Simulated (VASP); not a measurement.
**GdO: single point with r2SCAN**

GdO:

```xyz
2
Lattice="0.0000 2.7000 2.7000 2.7000 0.0000 2.7000 2.7000 2.7000 0.0000" Properties=species:S:1:pos:R:3 pbc="T T T"
Gd    0.0000    0.0000    0.0000
O     4.0500    4.0500    4.0500
```

```yaml
Program: VASP 6.6.1
Task: single point
Functional: r2SCAN
Potentials_or_basis: VASP PAW PBE potentials, release 64 (Gd, O)
Cutoff: 520 eV
k_mesh: 9 × 9 × 9
Occupations: fermi-dirac, width 0.05 eV
Spin: collinear spin, ferromagnetic start
Starting_moments: "[7.0, 0.0] μB"
Dipole_correction: no
Further_INCAR_settings: ALGO = Normal; EDIFF = 1e-07; NBANDS = 23
```

* Pressure: -2.4 GPa
* Net moment: 7.94 μB per cell
* Site moments: Gd +6.99; O +0.03 μB
* Valence electrons inside the program's atomic spheres: Gd 15.17; O 5.03

Levels at points of the mesh, in eV from the Fermi level:
Spin up:
```csv
k point,band 12,band 13,band 14,band 15,band 16,band 17,band 18,band 19,band 20,band 21
"(0.00, 0.00, 0.00)",-5.91,-5.46,-5.46,-5.46,-2.40,2.79,2.79,4.63,4.63,4.63
```
Spin down:
| k point | band 6 | band 7 | band 8 | band 9 | band 10 | band 11 |
| --- | --- | --- | --- | --- | --- | --- |
| (0.00, 0.00, 0.00) | -5.69 | -5.69 | -5.69 | -0.84 | 1.19 | 1.19 |

Run time: 2.7 min on 1 thread of Intel(R) Xeon(R) 6975P-C (Granite Rapids) (shared host), peak memory 0.22 GiB.

Caveat: the PAW data sets were made with another functional, which shifts forces and pressure a little; spin-orbit coupling is left out, which moves the levels of the heavy elements; a cell with one magnetic atom can't hold antiferromagnetic order, which such compounds often take; semilocal functionals describe open f shells poorly, which spoils levels, moments and volumes. With open d or f shells a metallic result of r2SCAN can be an artefact of self-interaction; +U or a hybrid may open a gap.
